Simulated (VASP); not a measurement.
# W (Im-3m) in VASP: further runs, part 2 of 2

VASP 6.6.1. Earlier steps stand in the parts before.

**5. Single point, PBEsol (volume scaled by 0.8)**

The input, INCAR:

```
SYSTEM = W
PREC     = Accurate       ! precision mode
ENCUT    = 520            ! plane-wave cutoff, eV
EDIFF    = 1E-7           ! SCF threshold, eV
ISMEAR   = -1             ! smearing method
SIGMA    = 0.05           ! smearing width, eV
LREAL    = .FALSE.        ! projectors in reciprocal space
LASPH    = .TRUE.         ! aspherical terms in the spheres
NELM     = 80             ! most SCF steps
ALGO     = Normal         ! electronic algorithm
ISIF     = 2              ! what is computed and relaxed
LWAVE    = .FALSE.        ! write WAVECAR
LCHARG   = .TRUE.         ! write CHGCAR
GGA      = PS             ! functional
LELF     = .TRUE.         ! ELF
LVHAR    = .TRUE.       
NBANDS   = 13             ! bands
```

The input, KPOINTS:

```
regular mesh
0
G
  19 19 19
  0 0 0
```

The input, POSCAR:

```
W
1.0
   -1.4637446817      1.4637446817      1.4637446817
    1.4637446817     -1.4637446817      1.4637446817
    1.4637446817      1.4637446817     -1.4637446817
W
1
Direct
    0.0000000000      0.0000000000      0.0000000000
```

Potentials or basis: VASP PAW PBE potentials, release 64 (W_sv).

Started as:

```
cat potpaw_PBE.64/W_sv/POTCAR > POTCAR
mpirun -np 1 vasp_std > vasp.out
```

OUTCAR:

```text
SYSTEM = W
   PREC = Accurate
   ENCUT = 520
   EDIFF = 1E-7
   ISMEAR = -1
   LREAL = .FALSE.
   LASPH = .TRUE.
   NELM = 80
   ISIF = 2
   GGA = PS

 ion  position               nearest neighbor table
   1  0.000  0.000  0.000-

  LATTYP: Found a body centered cubic cell.
 ALAT       =     2.9274893634

  Lattice vectors:

 A1 = (  -1.4637446817,   1.4637446817,   1.4637446817)
 A2 = (   1.4637446817,  -1.4637446817,   1.4637446817)
 A3 = (   1.4637446817,   1.4637446817,  -1.4637446817)

Analysis of symmetry for initial positions (statically):
=====================================================================
 Subroutine PRICEL returns:
 Original cell was already a primitive cell.

 Routine SETGRP: Setting up the symmetry group for a
 body centered cubic supercell.

 Subroutine GETGRP returns: Found 48 space group operations
 (whereof 48 operations were pure point group operations)
 out of a pool of 48 trial point group operations.

The static configuration has the point symmetry O_h .

[... 164 lines left out ...]
 k-point     1 :       0.0000    0.0000    0.0000
  band No.  band energies     occupation
      1     -59.0094      2.00000
      2     -22.0150      2.00000
      3     -22.0150      2.00000
      4     -22.0150      2.00000
      5       4.1332      2.00000
      6      13.2410      2.00000
      7      13.2410      2.00000
      8      13.2410      2.00000
      9      17.7533      0.00000
     10      17.7533      0.00000
     11      29.9715      0.00000
     12      29.9715      0.00000
     13      29.9715      0.00000
[... 354 lines left out ...]
  band No.  band energies     occupation
      1     -58.6896      2.00000
      2     -24.2846      2.00000
      3     -22.8065      2.00000
      4     -22.1530      2.00000
      5       7.8016      2.00000
      6      10.5860      2.00000
      7      13.6430      2.00000
      8      17.4005      0.00000
      9      19.0646      0.00000
     10      21.6314      0.00000
     11      29.2759      0.00000
     12      32.1184      0.00000
     13      37.6867      0.00000

 [... further k-points ...]

------------------------ aborting loop because EDIFF is reached ----------------------------------------

  FORCE on cell =-STRESS in cart. coord.  units (eV):
  Direction    XX          YY          ZZ          XY          YZ          ZX
  --------------------------------------------------------------------------------------
  -------------------------------------------------------------------------------------
  Total        9.1489213      9.1489213      9.1489213      0.0000000      0.0000000      0.0000000
  in kB     1168.4886325   1168.4886325   1168.4886325      0.0000000      0.0000000      0.0000000
  external PRESSURE =    1168.4886325 kB  Pullay stress =       0.0000000 kB

 VOLUME and BASIS-vectors are now :
 -----------------------------------------------------------------------------
  energy-cutoff  :      520.00
  volume of cell :       12.54
      direct lattice vectors                 reciprocal lattice vectors
    -1.463744682  1.463744682  1.463744682     0.000000000  0.341589627  0.341589627
     1.463744682 -1.463744682  1.463744682     0.341589627  0.000000000  0.341589627
     1.463744682  1.463744682 -1.463744682     0.341589627  0.341589627  0.000000000

 POSITION                                       TOTAL-FORCE (eV/Angst)
 -----------------------------------------------------------------------------------
      0.00000      0.00000      0.00000         0.000000      0.000000      0.000000
 -----------------------------------------------------------------------------------
    total drift:                                0.000000     -0.000000      0.000000

  FREE ENERGIE OF THE ION-ELECTRON SYSTEM (eV)
  ---------------------------------------------------
  free  energy   TOTEN  =       -12.8532892193 eV

  energy  without entropy=      -12.8510302040  energy(sigma->0) =      -12.85215971
```

OSZICAR:

```text
N       E                     dE             d eps       ncg     rms          rms(c)
DAV:   1     0.833931336951E+02    0.83393E+02   -0.74739E+03  5817   0.126E+03
DAV:   2    -0.119313604420E+02   -0.95324E+02   -0.91480E+02  6245   0.324E+02
DAV:   3    -0.133703278756E+02   -0.14390E+01   -0.14339E+01  6280   0.384E+01
DAV:   4    -0.133744003494E+02   -0.40725E-02   -0.40724E-02  6465   0.224E+00
DAV:   5    -0.133744234220E+02   -0.23073E-04   -0.23073E-04  6390   0.158E-01    0.333E+01
DAV:   6    -0.129934280165E+02    0.38100E+00   -0.21629E-01  6090   0.661E+00    0.160E+01
DAV:   7    -0.128574399398E+02    0.13599E+00   -0.15974E-01  6475   0.542E+00    0.426E-01
DAV:   8    -0.128532882150E+02    0.41517E-02   -0.48221E-03  5815   0.991E-01    0.418E-02
DAV:   9    -0.128532876601E+02    0.55486E-06   -0.44534E-05  6680   0.823E-02    0.435E-02
DAV:  10    -0.128532892654E+02   -0.16053E-05   -0.82982E-06  6210   0.402E-02    0.932E-03
DAV:  11    -0.128532892193E+02    0.46161E-07   -0.12665E-07  4694   0.422E-03
   1 F= -.12853289E+02 E0= -.12852160E+02  d E =-.225902E-02
```

It took 31 s on 1 thread of AMD EPYC 7R43 (Zen 3), shared host; peak memory 0.12 GiB.

Results:

```
Free energy            : -12.8533 eV
Pressure               : 116.8 GPa
Band gap on the k mesh : zero (band 7 reaches 21.56 eV, above the bottom of band 8 at 13.24 eV)
```

Levels at points of the mesh, in eV from the Fermi level:
```
           k point  band 5  band 6  band 7  band 8  band 9  band 10
(0.00, 0.00, 0.00)  -10.93   -1.82   -1.82   -1.82    2.69     2.69
```

Caveat: the PAW data sets were made with another functional, which shifts forces and pressure a little; spin-orbit coupling is left out, which moves the levels of the heavy elements.

**6. Single point, PBEsol (volume scaled by 0.8)**

The input, INCAR:

```
PREC = Accurate
ENCUT = 520
EDIFF = 1E-6
ISMEAR = -1
SIGMA = 0.05
LREAL = False
LASPH = True
NELM = 60
ALGO = Normal
ISIF = 2
LWAVE = False
LCHARG = True
GGA = PS
LELF = True
LVHAR = True
NBANDS = 13
```

The input, KPOINTS:

```
Automatic mesh
0
Gamma
  19 19 19
```

POSCAR is that of step 5.

Potentials or basis: VASP PAW PBE potentials, release 64 (W_sv).

Started as:

```
cat potpaw_PBE.64/W_sv/POTCAR > POTCAR
mpirun -np 1 vasp_std > vasp.out
```

OUTCAR:

```text
PREC = Accurate
   ENCUT = 520
   EDIFF = 1E-6
   ISMEAR = -1
   LREAL = False
   LASPH = True
   NELM = 60
   ISIF = 2
   GGA = PS

 ion  position               nearest neighbor table
   1  0.000  0.000  0.000-

  LATTYP: Found a body centered cubic cell.
 ALAT       =     2.9274893634

  Lattice vectors:

 A1 = (  -1.4637446817,   1.4637446817,   1.4637446817)
 A2 = (   1.4637446817,  -1.4637446817,   1.4637446817)
[... 560 lines left out ...]
     11      29.2759      0.00000
     12      32.1184      0.00000
     13      37.6867      0.00000

 [... further k-points ...]

------------------------ aborting loop because EDIFF is reached ----------------------------------------

  FORCE on cell =-STRESS in cart. coord.  units (eV):
  Direction    XX          YY          ZZ          XY          YZ          ZX
  --------------------------------------------------------------------------------------
  -------------------------------------------------------------------------------------
  Total        9.1489485      9.1489485      9.1489485      0.0000000      0.0000000     -0.0000000
  in kB     1168.4921050   1168.4921050   1168.4921050      0.0000000      0.0000000     -0.0000000
  external PRESSURE =    1168.4921050 kB  Pullay stress =       0.0000000 kB

 VOLUME and BASIS-vectors are now :
 -----------------------------------------------------------------------------
  energy-cutoff  :      520.00
  volume of cell :       12.54
      direct lattice vectors                 reciprocal lattice vectors
    -1.463744682  1.463744682  1.463744682     0.000000000  0.341589627  0.341589627
     1.463744682 -1.463744682  1.463744682     0.341589627  0.000000000  0.341589627
     1.463744682  1.463744682 -1.463744682     0.341589627  0.341589627  0.000000000

 POSITION                                       TOTAL-FORCE (eV/Angst)
 -----------------------------------------------------------------------------------
      0.00000      0.00000      0.00000         0.000000      0.000000     -0.000000
 -----------------------------------------------------------------------------------
    total drift:                                0.000000     -0.000000      0.000000

  FREE ENERGIE OF THE ION-ELECTRON SYSTEM (eV)
  ---------------------------------------------------
  free  energy   TOTEN  =       -12.8532892192 eV

  energy  without entropy=      -12.8510302039  energy(sigma->0) =      -12.85215971
```

OSZICAR:

```text
N       E                     dE             d eps       ncg     rms          rms(c)
DAV:   1     0.833931336951E+02    0.83393E+02   -0.74739E+03  5817   0.126E+03
DAV:   2    -0.119313604420E+02   -0.95324E+02   -0.91480E+02  6245   0.324E+02
DAV:   3    -0.133703278756E+02   -0.14390E+01   -0.14339E+01  6280   0.384E+01
DAV:   4    -0.133744003494E+02   -0.40725E-02   -0.40724E-02  6465   0.224E+00
DAV:   5    -0.133744234220E+02   -0.23073E-04   -0.23073E-04  6390   0.158E-01    0.333E+01
DAV:   6    -0.129934280165E+02    0.38100E+00   -0.21629E-01  6090   0.661E+00    0.160E+01
DAV:   7    -0.128574399398E+02    0.13599E+00   -0.15974E-01  6475   0.542E+00    0.426E-01
DAV:   8    -0.128532882150E+02    0.41517E-02   -0.48221E-03  5815   0.991E-01    0.418E-02
DAV:   9    -0.128532876601E+02    0.55486E-06   -0.44534E-05  6680   0.823E-02    0.435E-02
DAV:  10    -0.128532892654E+02   -0.16053E-05   -0.82982E-06  6210   0.402E-02    0.932E-03
DAV:  11    -0.128532892192E+02    0.46256E-07   -0.12472E-07  3600   0.422E-03
   1 F= -.12853289E+02 E0= -.12852160E+02  d E =-.225902E-02
```

stdout:

```text
POSCAR found type information on POSCAR W
 POSCAR found :  1 types and       1 ions
 scaLAPACK will be used
 -----------------------------------------------------------------------------
|                                                                             |
|                                                                             |
|     You enforced a specific xc type in the INCAR file but a different       |
|     I HOPE YOU KNOW WHAT YOU ARE DOING!                                     |
|                                                                             |
 -----------------------------------------------------------------------------

 LDA part: xc-table for (Slater+PW92), standard interpolation
 POSCAR, INCAR and KPOINTS ok, starting setup
 FFT: planning ... GRIDC
 FFT: planning ... GRID_SOFT
 FFT: planning ... GRID
 WAVECAR not read
 entering main loop
```

It took 28 s on 1 thread of AMD EPYC 7R43 (Zen 3), shared host; peak memory 0.11 GiB.

Results:

```
Free energy            : -12.8533 eV
Pressure               : 116.8 GPa
Band gap on the k mesh : zero (band 7 reaches 21.56 eV, above the bottom of band 8 at 13.24 eV)
```

Caveat: the PAW data sets were made with another functional, which shifts forces and pressure a little; spin-orbit coupling is left out, which moves the levels of the heavy elements.

**7. Overview**

| cell | gap on the mesh (eV) | pressure (GPa) |
| --- | --- | --- |
| a = 2.354 Å, angles 109.5°, 1 atom | none | 364.6 |
| a = 2.448 Å, angles 109.5°, 1 atom | none | 212.2 |
| a = 2.535 Å, angles 109.5°, 1 atom | none | 116.8 |

Alike in all rows: task single point; level PBEsol; potentials or basis VASP PAW PBE potentials, release 64 (W_sv); no spin polarisation; k mesh 19 × 19 × 19; cutoff (eV) 520; smearing fermi-dirac 0.05 eV.

Caveats: the PAW data sets were made with another functional, which shifts forces and pressure a little; spin-orbit coupling is left out, which moves the levels of the heavy elements.

Total energies depend on the potentials used, so only differences within one code and one set of settings carry meaning.
